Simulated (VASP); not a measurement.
# Cs (P6_3/mmc) in VASP: a series of runs, part 2 of 2

VASP 6.6.1. The steps go on from the part before.

### 3 Single point, PBE (112.13 Å³/atom)

This run uses another cell than the first one, of 112.13 Å³/atom.

INCAR

```
SYSTEM = Cs
PREC     = Accurate       ! precision mode
ENCUT    = 520            ! plane-wave cutoff, eV
EDIFF    = 1E-6           ! SCF threshold, eV
ISMEAR   = -1             ! smearing method
SIGMA    = 0.1            ! smearing width, eV
LREAL    = .FALSE.        ! projectors in reciprocal space
LASPH    = .TRUE.         ! aspherical terms in the spheres
NELM     = 100            ! most SCF steps
ALGO     = Normal         ! electronic algorithm
ISIF     = 2              ! what is computed and relaxed
LWAVE    = .FALSE.        ! write WAVECAR
LCHARG   = .FALSE.        ! write CHGCAR
GGA      = PE             ! functional
NBANDS   = 26             ! bands
```

KPOINTS

```
Automatic mesh
0
G
  8 8 2
  0 0 0
```

POSCAR

```
Cs
1.0
    5.4051937196      0.0000000000      0.0000000000
   -2.7025968598      4.6810350736      0.0000000000
    0.0000000000      0.0000000000     17.7274471703
Cs
4
Direct
    1.0000000000      1.0000000000      1.0000000000
    1.0000000000      1.0000000000      0.5000000000
    0.3333333333      0.6666666667      0.2500000000
    0.6666666667      0.3333333333      0.7500000000
```

Potentials or basis: VASP PAW PBE potentials, release 64 (Cs_sv).

On the command line:

```sh
> cat potpaw_PBE.64/Cs_sv/POTCAR > POTCAR
> mpirun -np 1 vasp_std > vasp.out
```

OUTCAR:

```text
SYSTEM = Cs
   PREC = Accurate
   ENCUT = 520
   EDIFF = 1E-6
   ISMEAR = -1
   LREAL = .FALSE.
   LASPH = .TRUE.
   NELM = 100
   ISIF = 2
   GGA = PE

 ion  position               nearest neighbor table
   1  0.000  0.000  0.000-
   2  0.000  0.000  0.500-
   3  0.333  0.667  0.250-
   4  0.667  0.333  0.750-

  LATTYP: Found a hexagonal cell.
 ALAT       =     5.4051937196
 C/A-ratio  =     3.2797061659

  Lattice vectors:

 A1 = (   5.4051937196,   0.0000000000,   0.0000000000)
 A2 = (  -2.7025968598,   4.6810350736,   0.0000000000)
 A3 = (   0.0000000000,   0.0000000000,  17.7274471703)

Analysis of symmetry for initial positions (statically):
=====================================================================
 Subroutine PRICEL returns:
 Original cell was already a primitive cell.

 Routine SETGRP: Setting up the symmetry group for a
 hexagonal supercell.

 Subroutine GETGRP returns: Found 24 space group operations
 (whereof 12 operations were pure point group operations)
 out of a pool of 24 trial point group operations.

The static configuration has the point symmetry D_3d.
 The point group associated with its full space group is D_6h.

Analysis of symmetry for dynamics (positions and initial velocities):
=====================================================================
 Subroutine PRICEL returns:
 Original cell was already a primitive cell.

 Routine SETGRP: Setting up the symmetry group for a
 hexagonal supercell.

 Subroutine GETGRP returns: Found 24 space group operations
 (whereof 12 operations were pure point group operations)
 out of a pool of 24 trial point group operations.

The dynamic configuration has the point symmetry D_3d.
 The point group associated with its full space group is D_6h.

 Subroutine INISYM returns: Found 24 space group operations
 (whereof 12 operations are pure point group operations),
 and found     1 'primitive' translations

----------------------------------------------------------------------------------------

                                     Primitive cell

  volume of cell :     448.5381

  direct lattice vectors                    reciprocal lattice vectors
     5.405193720  0.000000000  0.000000000     0.185007245  0.106813983  0.000000000
    -2.702596860  4.681035074  0.000000000     0.000000000  0.213627966  0.000000000
     0.000000000  0.000000000 17.727447170     0.000000000  0.000000000  0.056409701

  length of vectors
     5.405193720  5.405193720 17.727447170     0.213627966  0.213627966  0.056409701

  position of ions in fractional coordinates (direct lattice)
     0.000000000  0.000000000  0.000000000
     0.000000000  0.000000000  0.500000000
     0.333333333  0.666666667  0.250000000
     0.666666667  0.333333333  0.750000000

  ion indices of the primitive-cell ions
   primitive index   ion index
                 1           1
                 2           2
                 3           3
                 4           4

----------------------------------------------------------------------------------------

 KPOINTS: Automatic mesh

Automatic generation of k-mesh.
 Grid dimensions read from file:
 generate k-points for:    8    8    2

 Generating k-lattice:

  Cartesian coordinates                     Fractional coordinates (reciprocal lattice)
     0.023125906  0.013351748  0.000000000     0.125000000 -0.000000000  0.000000000
     0.000000000  0.026703496  0.000000000     0.000000000  0.125000000  0.000000000
     0.000000000  0.000000000  0.028204851     0.000000000  0.000000000  0.500000000

  Length of vectors
     0.026703496  0.026703496  0.028204851

  Shift w.r.t. Gamma in fractional coordinates (k-lattice)
     0.000000000  0.000000000  0.000000000

 Subroutine IBZKPT returns following result:
 ===========================================

 Found     20 irreducible k-points:

 Following reciprocal coordinates:
            Coordinates               Weight
  0.000000  0.000000  0.000000      1.000000
  0.125000 -0.000000  0.000000      6.000000
  0.250000 -0.000000  0.000000      6.000000
  0.375000  0.000000  0.000000      6.000000
  0.500000 -0.000000  0.000000      3.000000
  0.125000  0.125000  0.000000      6.000000
[... 12 lines left out ...]
  0.250000  0.250000  0.500000      6.000000
  0.375000  0.250000  0.500000      6.000000
   k-points           NKPTS =     20   k-points in BZ     NKDIM =     20   number of bands    NBANDS=     26
   number of dos      NEDOS =    301   number of ions     NIONS =      4
   total plane-waves  NPLWV = 224000
   dimension x,y,z NGX =    40 NGY =   40 NGZ =  140
   dimension x,y,z NGXF=    80 NGYF=   80 NGZF=  280
   ions per type =               4
   NGX,Y,Z   is equivalent  to a cutoff of  12.30, 12.30, 13.13 a.u.
   NGXF,Y,Z  is equivalent  to a cutoff of  24.61, 24.61, 26.26 a.u.
 SYSTEM =  Cs
   PREC   = accura    normal or accurate (medium, high low for compatibility)
   ISTART =      0    job   : 0-new  1-cont  2-samecut
   ICHARG =      2    charge: 1-file 2-atom 10-const
   ISPIN  =      1    spin polarized calculation?
   LNONCOLLINEAR =      F non collinear calculations
   LSORBIT =      F    spin-orbit coupling
   LASPH  =      T    aspherical Exc in radial PAW
   ENCUT  =  520.0 eV  38.22 Ry    6.18 a.u.  10.05 10.05 32.96*2*pi/ulx,y,z
   NELM   =    100;   NELMIN=  2; NELMDL= -5     # of ELM steps
   EDIFF  = 0.1E-05   stopping-criterion for ELM
   LREAL  =      F    real-space projection
   EDIFFG = 0.1E-04   stopping-criterion for IOM
   NSW    =      0    number of steps for IOM
   IBRION =     -1    ionic relax: 0-MD 1-quasi-New 2-CG
   NFREE  =      0    steps in history (QN), initial steepest desc. (CG)
   ISIF   =      2    stress and relaxation
   ISYM   =      2    0-nonsym 1-usesym 2-fastsym
   POTIM  = 0.5000    time-step for ionic-motion
   TEBEG  =    0.0;   TEEND  =   0.0 temperature during run
   PSTRESS=    0.0 pullay stress
   NELECT =      36.0000    total number of electrons
   NUPDOWN=      -1.0000    fix difference up-down
   EMIN   =  10.00;   EMAX   =-10.00  energy-range for DOS
   EFERMI =   0.00;   METHOD = LEGACY
   ISMEAR =    -1;   SIGMA  =   0.10  broadening in eV -4-tet -1-fermi 0-gaus
   EFERMI_NEDOS =   21; number of points for ismear=-14 and -15
   IALGO  =     38    algorithm
   IMIX   =      4    mixing-type and parameters
     AMIX     =   0.40;   BMIX     =  1.00
     AMIX_MAG =   1.60;   BMIX_MAG =  1.00
  volume/ion in A,a.u.               =     112.13       756.72
  Fermi-wavevector in a.u.,A,eV,Ry     =   0.706170  1.334468  6.784898  0.498676
  Thomas-Fermi vector in A             =   1.791878
   LORBIT       =      0    0 simple, 1 ext, 2 COOP (PROOUT), +10 PAW based schemes
   GGA     = PE    functional components
   LHFCALC =     F    Hartree Fock is set to
   AEXX    =    0.0000 exact exchange contribution
   IVDW    =     0    specifies the selected vdW correction
   LEPSILON=     F    determine dielectric tensor
   LRPA    =     F    only Hartree local field effects (RPA)
 non-spin polarized calculation
  energy-cutoff  :      520.00
  volume of cell :      448.54
 maximum number of plane-waves:     12116
   NGX = 21   NGY = 21   NGZ = 65

 number of electron      36.0000000 magnetization

 Free energy of the ion-electron system (eV)
  ---------------------------------------------------
  ext. energy  EPLUGINS =         0.00000000
  ---------------------------------------------------
  free energy    TOTEN  =        -3.47960282 eV

  energy without entropy =       -3.31449954  energy(sigma->0) =       -3.39705118

 E-fermi :   0.5063     XC(G=0):  -5.4693

 val. band max:        0.4918232995   @ k =   0.5000  -0.0000   0.0000
 cond. band min:       0.5273273511   @ k =   0.2500  -0.0000   0.5000
 fundamental gap:      0.0355040515
 Fermi energy:         0.5063471755

 k-point     1 :       0.0000    0.0000    0.0000
  band No.  band energies     occupation
      1     -23.3195      2.00000
      2     -23.3164      2.00000
      3     -23.3158      2.00000
      4     -23.3127      2.00000
      5     -10.2072      2.00000
      6     -10.1358      2.00000
[... 18 lines left out ...]
     25       2.8653      0.00000
     26       2.9290      0.00000
[... 528 lines left out ...]
      4     -23.3106      2.00000
      5     -10.1810      2.00000
      6     -10.1810      2.00000
[... 18 lines left out ...]
     25       1.8463      0.00000
     26       1.8465      0.00000

------------------------ aborting loop because EDIFF is reached ----------------------------------------

  FORCE on cell =-STRESS in cart. coord.  units (eV):
  Direction    XX          YY          ZZ          XY          YZ          ZX
  --------------------------------------------------------------------------------------
  -------------------------------------------------------------------------------------
  Total        0.2763780      0.2763780      0.2087691      0.0000000      0.0000000      0.0000000
  in kB        0.9872218      0.9872218      0.7457230      0.0000000      0.0000000      0.0000000
  external PRESSURE =       0.9067222 kB  Pullay stress =       0.0000000 kB

 VOLUME and BASIS-vectors are now :
 -----------------------------------------------------------------------------
  energy-cutoff  :      520.00
  volume of cell :      448.54
      direct lattice vectors                 reciprocal lattice vectors
     5.405193720  0.000000000  0.000000000     0.185007245  0.106813983  0.000000000
    -2.702596860  4.681035074  0.000000000     0.000000000  0.213627966  0.000000000
     0.000000000  0.000000000 17.727447170     0.000000000  0.000000000  0.056409701

 POSITION                                       TOTAL-FORCE (eV/Angst)
 -----------------------------------------------------------------------------------
      0.00000      0.00000      0.00000         0.000000      0.000000      0.000000
      0.00000      0.00000      8.86372        -0.000000      0.000000      0.000000
     -0.00000      3.12069      4.43186         0.000000      0.000000      0.000000
      2.70260      1.56035     13.29559        -0.000000     -0.000000     -0.000000
 -----------------------------------------------------------------------------------
    total drift:                                0.000000      0.000000     -0.000000

  FREE ENERGIE OF THE ION-ELECTRON SYSTEM (eV)
  ---------------------------------------------------
  free  energy   TOTEN  =        -3.4796028163 eV

  energy  without entropy=       -3.3144995368  energy(sigma->0) =       -3.39705118
```

It took 2.1 min on 1 thread of Intel Xeon 6975P-C (Granite Rapids), shared host; peak memory 0.56 GiB.

What came out:

- Free energy: -3.4796 eV
- Pressure: 0.1 GPa
- Band gap on the k mesh: zero (bands 18 and 19 overlap by 1.58 eV)

Caveat: spin-orbit coupling is left out, which moves the levels of the heavy elements.

### 4 Single point, PBE (116.81 Å³/atom)

This run uses another cell than the first one, of 116.81 Å³/atom.

INCAR

```
SYSTEM = Cs
PREC = Accurate
ENCUT = 520
EDIFF = 1E-6
ISMEAR = -1
SIGMA = 0.1
LREAL = .False.
LASPH = .True.
NELM = 80
ALGO = Normal
ISIF = 2
LWAVE = .False.
LCHARG = .False.
GGA = PE
NBANDS = 26
```

KPOINTS

```
Automatic mesh
0
Gamma
  8 8 2
  0 0 0
```

POSCAR

```
Cs
1.0
    5.4792466713      0.0000000000      0.0000000000
   -2.7396233357      4.7451668110      0.0000000000
    0.0000000000      0.0000000000     17.9703190926
Cs
4
Direct
    1.0000000000      1.0000000000      1.0000000000
    1.0000000000      1.0000000000      0.5000000000
    0.3333333333      0.6666666667      0.2500000000
    0.6666666667      0.3333333333      0.7500000000
```

On the command line:

```sh
> cat potpaw_PBE.64/Cs_sv/POTCAR > POTCAR
> mpirun -np 1 vasp_std > vasp.out
```

Wall time 2.2 min (1 thread of Intel Xeon 6975P-C (Granite Rapids), shared host); peak memory 0.58 GiB.

It converged, with:

| Property | Result |
| --- | --- |
| Free energy | -3.4860 eV |
| Pressure | 0.0 GPa |
| Band gap on the k mesh | zero (bands 18 and 19 overlap by 1.55 eV) |

Levels at points of the mesh, in eV from the Fermi level:
| k point | band 15 | band 16 | band 17 | band 18 | band 19 | band 20 | band 21 | band 22 |
| --- | --- | --- | --- | --- | --- | --- | --- | --- |
| (0.00, 0.00, 0.00) | -10.59 | -10.59 | -1.65 | -1.05 | -1.05 | -0.02 | 0.75 | 1.62 |
| (0.50, 0.00, 0.00) | -10.62 | -10.61 | -0.01 | 0.18 | 0.22 | 0.32 | 0.78 | 0.91 |
| (0.00, 0.00, 0.50) | -10.60 | -10.60 | -1.49 | -1.49 | -0.44 | -0.44 | 1.10 | 1.10 |
| (0.50, 0.00, 0.50) | -10.62 | -10.62 | 0.06 | 0.06 | 0.29 | 0.29 | 0.82 | 0.82 |

Caveat: spin-orbit coupling is left out, which moves the levels of the heavy elements.

### 5 Summary

```csv
cell,gap on the mesh (eV),pressure (GPa)
"a = 5.329, b = 5.329, c = 17.478 Å, angles 90.0, 90.0, 120.0°, 4 atoms",none,0.2
"a = 5.405, b = 5.405, c = 17.727 Å, angles 90.0, 90.0, 120.0°, 4 atoms",none,0.1
"a = 5.479, b = 5.479, c = 17.970 Å, angles 90.0, 90.0, 120.0°, 4 atoms",none,0.0
```

Alike in all rows: task single point; level PBE; potentials or basis VASP PAW PBE potentials, release 64 (Cs_sv); no spin polarisation; k mesh 8 × 8 × 2; cutoff (eV) 520; smearing fermi-dirac 0.1 eV.

Caveats: spin-orbit coupling is left out, which moves the levels of the heavy elements.

Absolute energies hang on the potentials; compare differences alone.
